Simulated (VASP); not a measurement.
# InP (I4/mmm) in VASP: notebook

The runs below take InP through single point, with PBE.

Program: VASP 6.6.1. These are calculated values, not measurements. Logs are shortened: lines on timing, memory, paths and dates and some standing lists are left out, and cuts for length are marked.

## Step 1: The cell of the first run

The structure is tetragonal, space group I4/mmm (No. 139). The conventional cell has a = 4.040 Å, b = 4.040 Å, c = 5.488 Å, α = 90.00°, β = 90.00°, γ = 90.00°. Within 3.6 Å of In (site symmetry 4/mmm) lie 6 P at 2.74 to 2.86 Å. P (site symmetry 4/mmm) has 6 In at 2.74 to 2.86 Å within 3.6 Å.

## Step 2: Single point, PBE (22.39 Å³/atom)

INCAR reads:

```
SYSTEM = InP
  PREC = Accurate
  ENCUT = 520
  EDIFF = 1E-6
  ISMEAR = 0
  SIGMA = 0.15
  LREAL = .FALSE.
  LASPH = .TRUE.
  NELM = 80
  ALGO = Normal
  ISIF = 2
  LWAVE = .FALSE.
  LCHARG = .TRUE.
  GGA = PE
  LELF = .TRUE.
  LVHAR = .TRUE.
  NBANDS = 16
```

KPOINTS reads:

```
Automatic mesh
0
G
  20 20 20
  0 0 0
```

POSCAR reads:

```
InP
1.0
    0.0000000000      2.8565618769      2.7440133389
    2.8565618769      0.0000000000      2.7440133389
    2.8565618769      2.8565618769      0.0000000000
In P
1 1
Direct
    0.0000000000      0.0000000000      0.0000000000
    0.5000000000      0.5000000000      0.5000000000
```

Potentials or basis: VASP PAW PBE potentials, release 64 (In_d, P).

The run is started by

```sh
$ cat potpaw_PBE.64/In_d/POTCAR potpaw_PBE.64/P/POTCAR > POTCAR
$ mpirun -np 1 vasp_std > vasp.out
```

OUTCAR:

```text
SYSTEM = InP
   PREC = Accurate
   ENCUT = 520
   EDIFF = 1E-6
   ISMEAR = 0
   LREAL = .FALSE.
   LASPH = .TRUE.
   NELM = 80
   ISIF = 2
   GGA = PE

 ion  position               nearest neighbor table
   1  0.000  0.000  0.000-   2 2.74   2 2.74   2 2.86   2 2.86   2 2.86   2 2.86
   2  0.500  0.500  0.500-   1 2.74   1 2.74   1 2.86   1 2.86   1 2.86   1 2.86

  LATTYP: Found a body centered tetragonal cell.
 ALAT       =     4.0397885481
 C/A-ratio  =     1.3584935480

  Lattice vectors:

 A1 = (   0.0000000000,  -2.8565618769,  -2.7440133389)
 A2 = (   0.0000000000,   2.8565618769,  -2.7440133389)
 A3 = (   2.8565618769,   0.0000000000,   2.7440133389)

Analysis of symmetry for initial positions (statically):
=====================================================================
 Subroutine PRICEL returns:
 Original cell was already a primitive cell.

 Routine SETGRP: Setting up the symmetry group for a
 body centered tetragonal supercell.

 Subroutine GETGRP returns: Found 16 space group operations
 (whereof 16 operations were pure point group operations)
 out of a pool of 16 trial point group operations.

The static configuration has the point symmetry D_4h.

Analysis of symmetry for dynamics (positions and initial velocities):
=====================================================================
 Subroutine PRICEL returns:
 Original cell was already a primitive cell.

 Routine SETGRP: Setting up the symmetry group for a
 body centered tetragonal supercell.

 Subroutine GETGRP returns: Found 16 space group operations
 (whereof 16 operations were pure point group operations)
 out of a pool of 16 trial point group operations.

The dynamic configuration has the point symmetry D_4h.

 Subroutine INISYM returns: Found 16 space group operations
 (whereof 16 operations are pure point group operations),
 and found     1 'primitive' translations

----------------------------------------------------------------------------------------

                                     Primitive cell

  volume of cell :      44.7820

  direct lattice vectors                    reciprocal lattice vectors
     0.000000000  2.856561877  2.744013339    -0.175035592  0.175035592  0.182214858
     2.856561877  0.000000000  2.744013339     0.175035592 -0.175035592  0.182214858
     2.856561877  2.856561877  0.000000000     0.175035592  0.175035592 -0.182214858

  length of vectors
[... 82 lines left out ...]
   EDIFF  = 0.1E-05   stopping-criterion for ELM
   LREAL  =      F    real-space projection
   EDIFFG = 0.1E-04   stopping-criterion for IOM
   NSW    =      0    number of steps for IOM
   IBRION =     -1    ionic relax: 0-MD 1-quasi-New 2-CG
   NFREE  =      0    steps in history (QN), initial steepest desc. (CG)
   ISIF   =      2    stress and relaxation
   ISYM   =      2    0-nonsym 1-usesym 2-fastsym
   POTIM  = 0.5000    time-step for ionic-motion
   TEBEG  =    0.0;   TEEND  =   0.0 temperature during run
   PSTRESS=    0.0 pullay stress
   NELECT =      18.0000    total number of electrons
   NUPDOWN=      -1.0000    fix difference up-down
   EMIN   =  10.00;   EMAX   =-10.00  energy-range for DOS
   EFERMI =   0.00;   METHOD = LEGACY
   ISMEAR =     0;   SIGMA  =   0.15  broadening in eV -4-tet -1-fermi 0-gaus
   EFERMI_NEDOS =   21; number of points for ismear=-14 and -15
   IALGO  =     38    algorithm
   IMIX   =      4    mixing-type and parameters
     AMIX     =   0.40;   BMIX     =  1.00
     AMIX_MAG =   1.60;   BMIX_MAG =  1.00
  volume/ion in A,a.u.               =      22.39       151.10
  Fermi-wavevector in a.u.,A,eV,Ry     =   1.208179  2.283127 19.860366  1.459696
  Thomas-Fermi vector in A             =   2.343794
   LORBIT       =      0    0 simple, 1 ext, 2 COOP (PROOUT), +10 PAW based schemes
   GGA     = PE    functional components
   LHFCALC =     F    Hartree Fock is set to
   AEXX    =    0.0000 exact exchange contribution
   IVDW    =     0    specifies the selected vdW correction
   LEPSILON=     F    determine dielectric tensor
   LRPA    =     F    only Hartree local field effects (RPA)
 non-spin polarized calculation
 Gauss-broadening in eV      SIGMA  =   0.15
  energy-cutoff  :      520.00
  volume of cell :       44.78
 maximum number of plane-waves:      1238
 NGX is ok and might be reduce to    30
   NGX = 15   NGY = 15   NGZ = 15

 number of electron      17.9999993 magnetization

 Free energy of the ion-electron system (eV)
  ---------------------------------------------------
  ext. energy  EPLUGINS =         0.00000000
  ---------------------------------------------------
  free energy    TOTEN  =        -7.88315607 eV

  energy without entropy =       -7.86871471  energy(sigma->0) =       -7.87593539

 E-fermi :   6.4111     XC(G=0): -10.1494

 val. band max:        6.4107123305   @ k =   0.3500   0.0500   0.0000
 cond. band min:       6.4123638166   @ k =  -0.4500   0.3000   0.0000
 fundamental gap:      0.0016514861
 Fermi energy:         6.4110921764

 k-point     1 :       0.0000    0.0000    0.0000
  band No.  band energies     occupation
      1      -7.7741      2.00000
      2      -7.7632      2.00000
      3      -7.7533      2.00000
      4      -7.7533      2.00000
      5      -7.7381      2.00000
      6      -5.2274      2.00000
[... 433 lines left out ...]
      3      -7.7514      2.00000
      4      -7.6932      2.00000
      5      -7.6923      2.00000
      6      -3.8185      2.00000
[... 8 lines left out ...]
     15      16.0639      0.00000
     16      16.9255      0.00000

 [... further k-points ...]

------------------------ aborting loop because EDIFF is reached ----------------------------------------

  FORCE on cell =-STRESS in cart. coord.  units (eV):
  Direction    XX          YY          ZZ          XY          YZ          ZX
  --------------------------------------------------------------------------------------
  -------------------------------------------------------------------------------------
  Total       -1.2290258     -1.2290258     -0.2382026      0.0000000     -0.0000000     -0.0000000
  in kB      -43.9711765    -43.9711765     -8.5222378      0.0000000     -0.0000000     -0.0000000
  external PRESSURE =     -32.1548636 kB  Pullay stress =       0.0000000 kB

 VOLUME and BASIS-vectors are now :
 -----------------------------------------------------------------------------
  energy-cutoff  :      520.00
  volume of cell :       44.78
      direct lattice vectors                 reciprocal lattice vectors
     0.000000000  2.856561877  2.744013339    -0.175035592  0.175035592  0.182214858
     2.856561877  0.000000000  2.744013339     0.175035592 -0.175035592  0.182214858
     2.856561877  2.856561877  0.000000000     0.175035592  0.175035592 -0.182214858

 POSITION                                       TOTAL-FORCE (eV/Angst)
 -----------------------------------------------------------------------------------
      0.00000      0.00000      0.00000        -0.000000      0.000000     -0.000000
      2.85656      2.85656      2.74401         0.000000     -0.000000      0.000000
 -----------------------------------------------------------------------------------
    total drift:                               -0.000000      0.000000      0.000000

  FREE ENERGIE OF THE ION-ELECTRON SYSTEM (eV)
  ---------------------------------------------------
  free  energy   TOTEN  =        -7.8831560667 eV

  energy  without entropy=       -7.8687147141  energy(sigma->0) =       -7.87593539
```

OSZICAR:

```text
N       E                     dE             d eps       ncg     rms          rms(c)
DAV:   1     0.108427933827E+03    0.10843E+03   -0.84649E+03 20728   0.130E+03
DAV:   2    -0.140553265620E+01   -0.10983E+03   -0.10500E+03 23120   0.305E+02
DAV:   3    -0.801192711922E+01   -0.66064E+01   -0.65425E+01 26848   0.710E+01
DAV:   4    -0.817391782111E+01   -0.16199E+00   -0.16192E+00 26184   0.114E+01
DAV:   5    -0.818135427803E+01   -0.74365E-02   -0.74363E-02 30496   0.217E+00    0.436E+00
DAV:   6    -0.789074862595E+01    0.29061E+00   -0.53224E-01 31104   0.113E+01    0.249E+00
DAV:   7    -0.788311689420E+01    0.76317E-02   -0.75006E-02 28944   0.213E+00    0.109E+00
DAV:   8    -0.788305310149E+01    0.63793E-04   -0.64513E-03 26640   0.985E-01    0.119E-01
DAV:   9    -0.788312297713E+01   -0.69876E-04   -0.57636E-04 31776   0.363E-01    0.759E-02
DAV:  10    -0.788314177316E+01   -0.18796E-04   -0.48244E-05 25640   0.564E-02    0.382E-02
DAV:  11    -0.788315537574E+01   -0.13603E-04   -0.15851E-05 26600   0.269E-02    0.750E-03
DAV:  12    -0.788315606672E+01   -0.69098E-06   -0.19188E-06 23328   0.205E-02
   1 F= -.78831561E+01 E0= -.78759354E+01  d E =-.144414E-01
```

stdout:

```text
POSCAR found type information on POSCAR InP
 POSCAR found :  2 types and       2 ions
 scaLAPACK will be used
 LDA part: xc-table for (Slater+PW92), standard interpolation
 POSCAR, INCAR and KPOINTS ok, starting setup
 FFT: planning ... GRIDC
 FFT: planning ... GRID_SOFT
 FFT: planning ... GRID
 WAVECAR not read
 entering main loop
```

Wall time 3.7 min (1 thread of AMD EPYC 9R45 (Zen 5), shared host); peak memory 0.51 GiB.

Results:

| Property | Result |
| --- | --- |
| Free energy | -7.8832 eV |
| Pressure | -3.2 GPa |
| Band gap on the k mesh | zero (bands 9 and 10 overlap by 2.56 eV) |

Stress tensor (GPa, compression positive):
```
-4.40  0.00  0.00
 0.00 -4.40  0.00
 0.00  0.00 -0.85
```

Caveat: the cell stands under tension; spin-orbit coupling is left out, which moves the levels of the heavy elements.

[end of part 1 of 2]
